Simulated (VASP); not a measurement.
Crystal: K2S.

```
S K
1.0
     0.00000    3.70276    3.70276
     3.70276    0.00000    3.70276
     3.70276    3.70276    0.00000
S K
1 2
Cartesian
  0.0000 0.0000 0.0000
  1.8514 1.8514 1.8514
  5.5541 5.5541 5.5541
```

Program: VASP 6.6.1. Alike in all runs: task single point; potentials or basis VASP PAW PBE potentials, release 64 (S, K_sv); no spin polarisation; cell as given; smearing gaussian 0.01 eV.

Q: Order these runs on this cell by their band gap on the k mesh, lowest first.
A. level PBE0; k mesh 4 × 4 × 4; cutoff (eV) 400; grid for exact exchange (PRECFOCK) Normal; share of exact exchange 0.25
B. level r2SCAN; k mesh 4 × 4 × 4; cutoff (eV) 550
C. level HSE06; k mesh 4 × 4 × 4; cutoff (eV) 400; grid for exact exchange (PRECFOCK) Normal; share of exact exchange 0.25; screening parameter 0.2079 1/Å
D. level PBE; k mesh 6 × 6 × 6; cutoff (eV) 500

A: D (2.38 eV), B (2.76 eV), C (3.31 eV), A (4.02 eV).

A k mesh can miss the band edges.
